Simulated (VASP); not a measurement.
# SnO (P4/nmm) in VASP: a series of runs, part 2 of 2

VASP 6.6.1.

### 3 Single point, LDA

This run uses another cell than the first one, of 17.39 Å³/atom.

Contents of INCAR:

```
SYSTEM = SnO
  PREC = Accurate
  ENCUT = 910
  EDIFF = 1E-6
  ISMEAR = 0
  SIGMA = 0.15
  LREAL = .False.
  LASPH = .True.
  NELM = 120
  ALGO = Normal
  ISIF = 2
  LWAVE = .False.
  LCHARG = .False.
  NBANDS = 28
  GGA_COMPAT = .False.
```

Contents of KPOINTS:

```
Automatic mesh
0
Gamma
  10 10 8
  0 0 0
```

Contents of POSCAR:

```
SnO
1.0
    4.0306000000      0.0000000000      0.0000000000
    0.0000000000      4.0306000000      0.0000000000
    0.0000000000      0.0000000000      4.2829000000
Sn O
2 2
Direct
    0.0000000000      0.5000000000      0.2457459271
    0.5000000000      0.0000000000      0.7542540729
    0.0000000000      0.0000000000      0.0000000000
    0.5000000000      0.5000000000      0.0000000000
```

Potentials or basis: VASP PAW LDA potentials, release 64 (Sn_d, O_h).

Run with:

```bash
$ cat potpaw_LDA.64/Sn_d/POTCAR potpaw_LDA.64/O_h/POTCAR > POTCAR
$ mpirun -np 1 vasp_std > vasp.out
```

OUTCAR:

```text
SYSTEM = SnO
   PREC = Accurate
   ENCUT = 910
   EDIFF = 1E-6
   ISMEAR = 0
   LREAL = .False.
   LASPH = .True.
   NELM = 120
   ISIF = 2

 ion  position               nearest neighbor table
   1  0.000  0.500  0.246-   3 2.27   4 2.27   3 2.27   4 2.27   2 3.54   2 3.54   2 3.54   2 3.54
                             2 3.59   2 3.59   2 3.59   2 3.59
   2  0.500  0.000  0.754-   3 2.27   4 2.27   4 2.27   3 2.27   1 3.54   1 3.54   1 3.54   1 3.54
                             1 3.59   1 3.59   1 3.59   1 3.59
   3  0.000  0.000  0.000-   1 2.27   2 2.27   1 2.27   2 2.27
   4  0.500  0.500  0.000-   1 2.27   2 2.27   2 2.27   1 2.27

  LATTYP: Found a simple tetragonal cell.
 ALAT       =     4.0306000000
 C/A-ratio  =     1.0625961395

  Lattice vectors:

 A1 = (   4.0306000000,   0.0000000000,   0.0000000000)
 A2 = (   0.0000000000,   4.0306000000,   0.0000000000)
 A3 = (   0.0000000000,   0.0000000000,   4.2829000000)

Analysis of symmetry for initial positions (statically):
=====================================================================
 Subroutine PRICEL returns:
 Original cell was already a primitive cell.

 Routine SETGRP: Setting up the symmetry group for a
[... 177 lines left out ...]
 val. band max:        6.4079841415   @ k =   0.2000   0.2000   0.0000
 cond. band min:       7.0322958311   @ k =   0.5000   0.5000   0.0000
 fundamental gap:      0.6243116895
 Fermi energy:         6.7452908999

 k-point     1 :       0.0000    0.0000    0.0000
  band No.  band energies     occupation
      1     -14.7238      2.00000
      2     -14.3947      2.00000
      3     -14.3947      2.00000
      4     -14.3651      2.00000
      5     -14.3445      2.00000
      6     -14.3217      2.00000
[... 733 lines left out ...]
     27      14.5826      0.00000
     28      15.8968      0.00000

 [... further k-points ...]

------------------------ aborting loop because EDIFF is reached ----------------------------------------

  FORCE on cell =-STRESS in cart. coord.  units (eV):
  Direction    XX          YY          ZZ          XY          YZ          ZX
  --------------------------------------------------------------------------------------
  -------------------------------------------------------------------------------------
  Total       -4.4202225     -4.4202225      0.0467346      0.0000000      0.0000000      0.0000000
  in kB     -101.7834983   -101.7834983      1.0761484      0.0000000      0.0000000      0.0000000
  external PRESSURE =     -67.4969494 kB  Pullay stress =       0.0000000 kB

 VOLUME and BASIS-vectors are now :
 -----------------------------------------------------------------------------
  energy-cutoff  :      910.00
  volume of cell :       69.58
      direct lattice vectors                 reciprocal lattice vectors
     4.030600000  0.000000000  0.000000000     0.248102020  0.000000000  0.000000000
     0.000000000  4.030600000  0.000000000     0.000000000  0.248102020  0.000000000
     0.000000000  0.000000000  4.282900000     0.000000000  0.000000000  0.233486656

 POSITION                                       TOTAL-FORCE (eV/Angst)
 -----------------------------------------------------------------------------------
      0.00000      2.01530      1.05251        -0.000000      0.000000     -0.134885
      2.01530      0.00000      3.23039         0.000000      0.000000      0.134885
      0.00000      0.00000      0.00000        -0.000000     -0.000000     -0.000000
      2.01530      2.01530      0.00000         0.000000      0.000000     -0.000000
 -----------------------------------------------------------------------------------
    total drift:                               -0.000000      0.000000     -0.000000

  FREE ENERGIE OF THE ION-ELECTRON SYSTEM (eV)
  ---------------------------------------------------
  free  energy   TOTEN  =       -25.4306101551 eV

  energy  without entropy=      -25.4305979263  energy(sigma->0) =      -25.43060404
```

OSZICAR:

```text
N       E                     dE             d eps       ncg     rms          rms(c)
DAV:   1     0.518357567614E+03    0.51836E+03   -0.27181E+04  6004   0.309E+03
DAV:   2     0.820950699551E+02   -0.43626E+03   -0.42121E+03  5952   0.706E+02
DAV:   3    -0.192384238988E+02   -0.10133E+03   -0.97250E+02  7440   0.220E+02
DAV:   4    -0.286780195133E+02   -0.94396E+01   -0.93045E+01  6908   0.675E+01
DAV:   5    -0.289798825819E+02   -0.30186E+00   -0.30133E+00  6696   0.127E+01    0.113E+01
DAV:   6    -0.256008427837E+02    0.33790E+01   -0.15866E+01 10124   0.455E+01    0.541E+00
DAV:   7    -0.254889857408E+02    0.11186E+00   -0.22232E+00  6768   0.876E+00    0.252E+00
DAV:   8    -0.254449910984E+02    0.43995E-01   -0.43641E-01  7036   0.420E+00    0.812E-01
DAV:   9    -0.254300800781E+02    0.14911E-01   -0.50565E-02  9980   0.208E+00    0.256E-01
DAV:  10    -0.254310039229E+02   -0.92384E-03   -0.72422E-03  8544   0.768E-01    0.146E-01
DAV:  11    -0.254306001976E+02    0.40373E-03   -0.22450E-03  9436   0.412E-01    0.248E-02
DAV:  12    -0.254306115122E+02   -0.11315E-04   -0.23897E-04  6228   0.104E-01    0.226E-02
DAV:  13    -0.254306102623E+02    0.12499E-05   -0.29279E-05  7132   0.355E-02    0.447E-03
DAV:  14    -0.254306101551E+02    0.10719E-06   -0.10291E-06  3608   0.924E-03
   1 F= -.25430610E+02 E0= -.25430604E+02  d E =-.122288E-04
```

stdout:

```text
POSCAR found type information on POSCAR SnO
 POSCAR found :  2 types and       4 ions
 scaLAPACK will be used
 LDA part: xc-table for (Slater(with rela. corr.)+CA(PZ))
 , standard interpolation
 POSCAR, INCAR and KPOINTS ok, starting setup
 FFT: planning ... GRIDC
 FFT: planning ... GRID_SOFT
 FFT: planning ... GRID
 WAVECAR not read
 entering main loop
```

Wall time 4.7 min (1 thread of Intel Xeon Platinum 8259CL at 2.50GHz (Skylake/Cascade Lake), shared host); peak memory 0.47 GiB.

What came out:

- Free energy: -25.4306 eV
- Pressure: -6.7 GPa
- Largest force: 0.135 eV/Å
- Band gap on the k mesh: 0.62 eV (least direct gap 1.47 eV)

Forces in eV/Å, atoms in the order of the input:
```
Sn   0.000  0.000 -0.135
Sn   0.000  0.000  0.135
O    0.000  0.000  0.000
O    0.000  0.000  0.000
```

Caveat: the stress differs along the axes, from -10 to 0 GPa; semilocal functionals underestimate gaps, and a narrow one can read as zero; spin-orbit coupling is left out, which moves the levels of the heavy elements. A k mesh can miss the band edges.

### 4 Single point, LDA

This run uses another cell than the first one, of 15.43 Å³/atom.

Contents of INCAR:

```
SYSTEM = SnO
ALGO = Normal ; EDIFF = 1E-6
ENCUT = 1340 ; GGA_COMPAT = .False.
ISIF = 2 ; ISMEAR = 0
LASPH = .True. ; LCHARG = .False.
LREAL = .False. ; LWAVE = .False.
NBANDS = 28 ; NELM = 120
PREC = Accurate ; SIGMA = 0.15
```

Contents of KPOINTS:

```
k-points
0
Gamma
  10 10 8
  0 0 0
```

Contents of POSCAR:

```
SnO
1.0
    3.5032000000      0.0000000000      0.0000000000
    0.0000000000      3.5032000000      0.0000000000
    0.0000000000      0.0000000000      5.0277000000
Sn O
2 2
Direct
    0.0000000000      0.5000000000      0.2457459271
    0.5000000000      0.0000000000      0.7542540729
    0.0000000000      0.0000000000      0.0000000000
    0.5000000000      0.5000000000      0.0000000000
```

Run with:

```bash
$ cat potpaw_LDA.64/Sn_d/POTCAR potpaw_LDA.64/O_h/POTCAR > POTCAR
$ mpirun -np 1 vasp_std > vasp.out
```

Wall time 9 min (1 thread of Intel Xeon Platinum 8488C (Sapphire Rapids), shared host); peak memory 0.69 GiB.

The run converged. Its results:

```
Free energy            : -25.2759 eV
Pressure               : 11.5 GPa
Largest force          : 0.224 eV/Å
Band gap on the k mesh : zero (bands 20 and 21 overlap by 1.06 eV)
```

Forces in eV/Å, atoms in the order of the input:
```
Sn   0.000  0.000  0.224
Sn   0.000  0.000 -0.224
O    0.000  0.000  0.000
O    0.000  0.000  0.000
```

Stress tensor (GPa, compression positive):
```
17.45  0.00  0.00
 0.00 17.45  0.00
 0.00  0.00 -0.37
```

Levels at points of the mesh, in eV from the Fermi level:
| k point | band 17 | band 18 | band 19 | band 20 | band 21 | band 22 | band 23 | band 24 |
| --- | --- | --- | --- | --- | --- | --- | --- | --- |
| (0.00, 0.00, 0.00) | -4.19 | -3.14 | -3.14 | 0.44 | 3.12 | 4.02 | 4.88 | 4.88 |
| (0.50, 0.00, 0.00) | -5.30 | -5.30 | -3.69 | -3.69 | 2.79 | 2.79 | 6.51 | 6.51 |
| (0.50, 0.50, 0.00) | -2.43 | -2.43 | -2.34 | -2.34 | -0.61 | -0.61 | 3.60 | 3.60 |
| (0.00, 0.00, 0.50) | -3.79 | -3.34 | -3.17 | -3.17 | 2.65 | 3.00 | 3.00 | 4.80 |
| (0.50, 0.00, 0.50) | -5.28 | -5.28 | -2.49 | -2.49 | 1.92 | 1.92 | 6.05 | 6.05 |
| (0.50, 0.50, 0.50) | -3.02 | -3.02 | -2.43 | -2.43 | 1.64 | 1.64 | 3.41 | 3.41 |

Caveat: the stress differs along the axes, from -0 to 17 GPa; spin-orbit coupling is left out, which moves the levels of the heavy elements.

### 5 Summary

```tsv
cell	cutoff (eV)	gap on the mesh (eV)	pressure (GPa)	largest force (eV/Å)
a = 3.591, b = 3.591, c = 4.841 Å, 4 atoms	1340	none	8.7	0.58
a = 4.031, b = 4.031, c = 4.283 Å, 4 atoms	910	0.62	-6.7	0.13
a = 3.503, b = 3.503, c = 5.028 Å, 4 atoms	1340	none	11.5	0.22
```

Alike in all rows: task single point; level LDA; potentials or basis VASP PAW LDA potentials, release 64 (Sn_d, O_h); no spin polarisation; k mesh 10 × 10 × 8; smearing gaussian 0.15 eV.

Caveats: spin-orbit coupling is left out, which moves the levels of the heavy elements; the stress differs along the axes, from 2 to 12 GPa (at least some runs); the stress differs along the axes, from -10 to 0 GPa (at least some runs); semilocal functionals underestimate gaps, and a narrow one can read as zero (at least some runs); the stress differs along the axes, from -0 to 17 GPa (at least some runs).

Absolute energies hang on the potentials; compare differences alone.

The gap in the log of VASP goes by the Fermi energy; the results here count the filled bands.